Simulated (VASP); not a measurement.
# K4Ta4O11 (a cell with a defect) in VASP: relaxation of the atoms with PBE

Aim: the relaxation of the atoms of K4Ta4O11 (a cell with a defect) with PBE.

Everything below comes from runs of VASP 6.6.1. Logs are shortened: lines on timing, memory, paths and dates and some standing lists are left out, and cuts for length are marked.

**1. The cell of the first run**

The cell holds a defect, 19 atoms: a = 6.970 Å, b = 6.970 Å, c = 6.970 Å, α = 109.47°, β = 109.47°, γ = 109.47°.

**2. Relaxation of the atoms, PBE (atoms taken out)**

Contents of INCAR:

```
  ALGO = Fast
  EDIFF = 1E-7
  EDIFFG = -0.025
  ENCUT = 520
  GGA = PE
  IBRION = 2
  ISIF = 2
  ISMEAR = 0
  LASPH = T
  LCHARG = F
  LREAL = Auto
  LWAVE = F
  NELM = 80
  NSW = 65
  PREC = Accurate
  SIGMA = 0.01
```

Contents of KPOINTS:

```
Automatic mesh
0
Gamma
  2 2 2
  0.5 0.5 0.5
```

Contents of POSCAR:

```
K4Ta4O11
1.0
   -4.0243806734      4.0243806734      4.0243806734
    4.0243806734     -4.0243806734      4.0243806734
    4.0243806734      4.0243806734     -4.0243806734
K Ta O
4 4 11
Direct
    0.5000000000      0.5000000000      0.5000000000
    0.0000000000      0.0000000000      0.5000000000
    0.0000000000      0.5000000000      0.0000000000
    0.5000000000      0.0000000000      0.0000000000
    0.5000000000      0.0000000000      0.5000000000
   -0.0091347988      0.4895574819      0.4867658262
    0.0112946453      0.0057748982      0.0141049135
    0.5000000000      0.5000000000      0.0000000000
    0.5000000000      0.2500000000      0.7500000000
    0.5000000000      0.7500000000      0.2500000000
    0.0000000000      0.2500000000      0.2500000000
    0.7500000000      0.5000000000      0.2500000000
    0.2500000000      0.0000000000      0.2500000000
    0.2500000000      0.5000000000      0.7500000000
    0.7500000000      0.0000000000      0.7500000000
    0.7500000000      0.2500000000      0.5000000000
    0.2500000000      0.7500000000      0.5000000000
    0.2500000000      0.2500000000      0.0000000000
    0.7500000000      0.7500000000      0.0000000000
```

Potentials or basis: VASP PAW PBE potentials, release 64 (K_sv, Ta_pv, O).

Command:

```bash
> cat potpaw_PBE.64/K_sv/POTCAR potpaw_PBE.64/Ta_pv/POTCAR potpaw_PBE.64/O/POTCAR > POTCAR
> mpirun -np 1 vasp_std > vasp.out
```

OUTCAR:

```text
EDIFF = 1E-7
   EDIFFG = -0.025
   ENCUT = 520
   GGA = PE
   IBRION = 2
   ISIF = 2
   ISMEAR = 0
   LASPH = T
   LREAL = Auto
   NELM = 80
   NSW = 65
   PREC = Accurate

 ion  position               nearest neighbor table
   1  0.500  0.500  0.500-   9 2.85  10 2.85  12 2.85  14 2.85  15 2.85  16 2.85  17 2.85  19 2.85
                            18 2.85  13 2.85  11 2.85   7 3.41   6 3.48   5 3.49   5 3.49   8 3.49
   2  0.000  0.000  0.500-   9 2.85  11 2.85  13 2.85  14 2.85  15 2.85  16 2.85  17 2.85  18 2.85
                            19 2.85  12 2.85  10 2.85   7 3.43   6 3.47   8 3.49   5 3.49   5 3.49
   3  0.000  0.500  0.000-  10 2.85  11 2.85  12 2.85  13 2.85  14 2.85  17 2.85  18 2.85  19 2.85
                            16 2.85  15 2.85   9 2.85   6 3.44   7 3.47   8 3.49   8 3.49   5 3.49
   4  0.500  0.000  0.000-   9 2.85  10 2.85  11 2.85  12 2.85  13 2.85  15 2.85  16 2.85  18 2.85
                            19 2.85  17 2.85  14 2.85   6 3.41   7 3.45   5 3.49   8 3.49   8 3.49
   5  0.500  0.000  0.500-   9 2.01  10 2.01  13 2.01  15 2.01  16 2.01  17 2.01   3 3.49   4 3.49
                             1 3.49   2 3.49   4 3.49   1 3.49   2 3.49   3 3.49
   6  0.991  0.490  0.487-  11 1.95  12 1.97  16 1.99  17 2.04  14 2.06   4 3.41   3 3.44   2 3.47
                             1 3.48   1 3.49   2 3.51   3 3.53   4 3.56
   7  0.011  0.006  0.014-  13 1.93  11 1.98  18 2.00  19 2.03  15 2.09   1 3.41   2 3.43   4 3.45
                             3 3.47   3 3.51   4 3.52   2 3.54   1 3.56
   8  0.500  0.500  0.000-   9 2.01  10 2.01  12 2.01  14 2.01  18 2.01  19 2.01   3 3.49   4 3.49
                             1 3.49   2 3.49   1 3.49   4 3.49   3 3.49   2 3.49
   9  0.500  0.250  0.750-   5 2.01   8 2.01   4 2.85   1 2.85   3 2.85   2 2.85
  10  0.500  0.750  0.250-   5 2.01   8 2.01   4 2.85   1 2.85   2 2.85   3 2.85
  11  0.000  0.250  0.250-   6 1.95   7 1.98   3 2.85   1 2.85   2 2.85   4 2.85
  12  0.750  0.500  0.250-   6 1.97   8 2.01   3 2.85   1 2.85   2 2.85   4 2.85
  13  0.250  0.000  0.250-   7 1.93   5 2.01   4 2.85   1 2.85   2 2.85   3 2.85
  14  0.250  0.500  0.750-   8 2.01   6 2.06   4 2.85   1 2.85   3 2.85   2 2.85
  15  0.750  0.000  0.750-   5 2.01   7 2.09   4 2.85   2 2.85   3 2.85   1 2.85
  16  0.750  0.250  0.500-   6 1.99   5 2.01   3 2.85   1 2.85   2 2.85   4 2.85
  17  0.250  0.750  0.500-   5 2.01   6 2.04   4 2.85   1 2.85   2 2.85   3 2.85
  18  0.250  0.250  0.000-   7 2.00   8 2.01   4 2.85   1 2.85   3 2.85   2 2.85
  19  0.750  0.750  0.000-   8 2.01   7 2.03   4 2.85   2 2.85   3 2.85   1 2.85

  LATTYP: Found a body centered cubic cell.
 ALAT       =     8.0487613468

  Lattice vectors:

 A1 = (  -4.0243806734,   4.0243806734,   4.0243806734)
 A2 = (   4.0243806734,  -4.0243806734,   4.0243806734)
 A3 = (   4.0243806734,   4.0243806734,  -4.0243806734)

Analysis of symmetry for initial positions (statically):
=====================================================================
 Subroutine PRICEL returns:
 Original cell was already a primitive cell.

 Routine SETGRP: Setting up the symmetry group for a
 body centered cubic supercell.

 Subroutine GETGRP returns: Found  1 space group operations
[... 166 lines left out ...]
  volume of cell :      260.71
 maximum number of plane-waves:      7015
 NGX is ok and might be reduce to    54
   NGX = 25   NGY = 25   NGZ = 25

--------------------------------------- Ionic step        1  -------------------------------------------

 number of electron     145.9999937 magnetization

 Free energy of the ion-electron system (eV)
  ---------------------------------------------------
  ext. energy  EPLUGINS =         0.00000000
  ---------------------------------------------------
  free energy    TOTEN  =      -152.98196344 eV

  energy without entropy =     -152.97900468  energy(sigma->0) =     -152.98048406

------------------------ aborting loop because EDIFF is reached ----------------------------------------

  FORCE on cell =-STRESS in cart. coord.  units (eV):
  Direction    XX          YY          ZZ          XY          YZ          ZX
  --------------------------------------------------------------------------------------
  -------------------------------------------------------------------------------------
  Total        2.6283833      1.9307932      0.9290991      0.2301730     -0.0426858      0.0818300
  in kB       16.1525882     11.8655860      5.7097285      1.4145158     -0.2623230      0.5028816
  external PRESSURE =      11.2426342 kB  Pullay stress =       0.0000000 kB
[... 140 lines left out ...]
  FREE ENERGIE OF THE ION-ELECTRON SYSTEM (eV)
  ---------------------------------------------------
  free  energy   TOTEN  =      -153.2078684234 eV

  energy  without entropy=     -153.2041676801  energy(sigma->0) =     -153.20601805

[... ionic steps 4 to 12 ...]

--------------------------------------- Ionic step       13  -------------------------------------------

 number of electron     145.9999992 magnetization

------------------------ aborting loop because EDIFF is reached ----------------------------------------
[... 101 lines left out ...]
--------------------------------------- Ionic step       15  -------------------------------------------

 number of electron     145.9999992 magnetization

 Free energy of the ion-electron system (eV)
  ---------------------------------------------------
  ext. energy  EPLUGINS =         0.00000000
  ---------------------------------------------------
  free energy    TOTEN  =      -153.26341937 eV

  energy without entropy =     -153.26060436  energy(sigma->0) =     -153.26201186

 E-fermi :   3.9506     XC(G=0): -10.5693

 val. band max:        3.9501341354   @ k =   0.2500  -0.2500   0.2500
 cond. band min:       3.9511006796   @ k =   0.2500   0.2500  -0.2500
 fundamental gap:      0.0009665442
 Fermi energy:         3.9506177953

 k-point     1 :       0.2500    0.2500    0.2500
  band No.  band energies     occupation
      1     -32.5404      2.00000
      2     -32.4806      2.00000
      3     -32.4797      2.00000
      4     -32.4796      2.00000
      5     -32.4284      2.00000
      6     -32.4273      2.00000
[... 341 lines left out ...]
     84       7.1092      0.00000
     85       7.5802      0.00000
 [bands above 85 left out]

------------------------ aborting loop because EDIFF is reached ----------------------------------------

  FORCE on cell =-STRESS in cart. coord.  units (eV):
  Direction    XX          YY          ZZ          XY          YZ          ZX
  --------------------------------------------------------------------------------------
  -------------------------------------------------------------------------------------
  Total        3.1687533      0.5408268      0.6019066     -0.0046366     -0.0004846     -0.0022036
  in kB       19.4734033      3.3236218      3.6989848     -0.0284939     -0.0029784     -0.0135418
  external PRESSURE =       8.8320033 kB  Pullay stress =       0.0000000 kB
[... 34 lines left out ...]
  FREE ENERGIE OF THE ION-ELECTRON SYSTEM (eV)
  ---------------------------------------------------
  free  energy   TOTEN  =      -153.2634193686 eV

  energy  without entropy=     -153.2606043605  energy(sigma->0) =     -153.26201186

 reached required accuracy - stopping structural energy minimisation
```

CONTCAR:

```text
K4Ta4O11
   1.00000000000000
    -4.0243806733999996    4.0243806733999996    4.0243806733999996
     4.0243806733999996   -4.0243806733999996    4.0243806733999996
     4.0243806733999996    4.0243806733999996   -4.0243806733999996
  K               Ta              O
     4     4    11
Direct
     0.5000356093522812    0.4998235438164840    0.5000210300548923
     0.0000699593298011    0.9998417569251193    0.5000242529367090
     0.0001296450336149    0.4997296616266154    0.0000824535364490
     0.5002003875506413    0.9998174633638408    0.0000657123102044
     0.5001946108009248    0.9996800846596201    0.5000531929859592
     0.0001022385528148    0.4924961497245113    0.4927728194936414
[... 11 lines left out ...]
     0.2472066610630732    0.2398877470681606    0.9930506106080662
     0.7529105001095887    0.7455445324366127    0.9929947103517718

  0.00000000E+00  0.00000000E+00  0.00000000E+00
  0.00000000E+00  0.00000000E+00  0.00000000E+00
  0.00000000E+00  0.00000000E+00  0.00000000E+00
  0.00000000E+00  0.00000000E+00  0.00000000E+00
  0.00000000E+00  0.00000000E+00  0.00000000E+00
  0.00000000E+00  0.00000000E+00  0.00000000E+00
[... 11 lines left out ...]
  0.00000000E+00  0.00000000E+00  0.00000000E+00
  0.00000000E+00  0.00000000E+00  0.00000000E+00
```

Run time: 70 min. Hardware: 1 thread of Oxide Virtual Turin-like, shared host; peak memory 0.45 GiB.

Results:

```yaml
Free_energy: -153.2634 eV
Energy_gained_by_relaxing: 14.8 meV/atom
Ionic_steps: 15
Pressure_after_relaxing: 0.9 GPa
Largest_force_after_relaxing: 0.024 eV/Å
Band_gap_on_the_k_mesh: zero (bands 73 and 74 overlap by 0.34 eV)
```

Forces on the atoms (eV/Å):
```
K   -0.003 -0.007 -0.011
K   -0.003 -0.007  0.009
K    0.001  0.009 -0.009
K   -0.001  0.011  0.009
Ta   0.002 -0.007  0.001
Ta  -0.002 -0.002  0.002
Ta   0.002 -0.007  0.002
Ta   0.003  0.002  0.002
O    0.007  0.001  0.000
O   -0.006  0.003 -0.001
O    0.008  0.002 -0.001
O    0.000 -0.024  0.000
O    0.000  0.010 -0.001
O   -0.005  0.005 -0.001
O    0.000  0.000 -0.001
O    0.000  0.004  0.003
O    0.000  0.003 -0.007
O   -0.002  0.001 -0.005
O   -0.001  0.002  0.012
```

Stress tensor (GPa, compression positive):
```
1.95 0.00 0.00
0.00 0.33 0.00
0.00 0.00 0.37
```

Step by step:
| step | energy change (eV) | largest force (eV/Å) | pressure (GPa) |
| --- | --- | --- | --- |
| 1 | 0.0000 | 2.3028 | 1.12 |
| 2 | -0.0757 | 2.0420 | 2.09 |
| 3 | -0.2259 | 0.4083 | 1.41 |
| 4 | -0.2473 | 0.2622 | 1.40 |
| 5 | -0.2498 | 0.4260 | 1.40 |
| 6 | -0.2648 | 0.2856 | 1.24 |
| 7 | -0.2773 | 0.1497 | 0.95 |
| 8 | -0.2796 | 0.0719 | 0.92 |
| 9 | -0.2803 | 0.0794 | 0.90 |
| 10 | -0.2810 | 0.0344 | 0.89 |
| 11 | -0.2810 | 0.0399 | 0.89 |
| 12 | -0.2813 | 0.0258 | 0.89 |
| 13 | -0.2813 | 0.0453 | 0.89 |
| 14 | -0.2813 | 0.0256 | 0.89 |
| 15 | -0.2815 | 0.0235 | 0.88 |

Final structure:
```cif
data_structure
_symmetry_space_group_name_H-M 'P 1'
_symmetry_Int_Tables_number 1
_cell_length_a 6.9704
_cell_length_b 6.9704
_cell_length_c 6.9704
_cell_angle_alpha 109.471
_cell_angle_beta 109.471
_cell_angle_gamma 109.471
_cell_volume 260.71
loop_
_atom_site_label
_atom_site_type_symbol
_atom_site_fract_x
_atom_site_fract_y
_atom_site_fract_z
_atom_site_occupancy
K1 K 0.50004 0.49982 0.50002 1
K2 K 0.00007 0.99984 0.50002 1
K3 K 0.00013 0.49973 0.00008 1
K4 K 0.50020 0.99982 0.00007 1
Ta1 Ta 0.50019 0.99968 0.50005 1
Ta2 Ta 0.00010 0.49250 0.49277 1
Ta3 Ta 0.00016 0.00698 0.00738 1
Ta4 Ta 0.50006 0.49969 0.99998 1
O1 O 0.50008 0.24965 0.74999 1
O2 O 0.50014 0.74974 0.25008 1
O3 O 0.00013 0.24967 0.25003 1
O4 O 0.75321 0.50707 0.26042 1
O5 O 0.24712 0.99244 0.23971 1
O6 O 0.24721 0.50717 0.75452 1
O7 O 0.75305 0.99248 0.74567 1
O8 O 0.75296 0.25971 0.50704 1
O9 O 0.24720 0.75390 0.50701 1
O10 O 0.24721 0.23989 0.99305 1
O11 O 0.75291 0.74554 0.99299 1
```

Caveat: the k points lie up to 0.55 Å⁻¹ apart; the cell differs from its parent crystal (atoms taken out); spin-orbit coupling is left out, which moves the levels of the heavy elements.
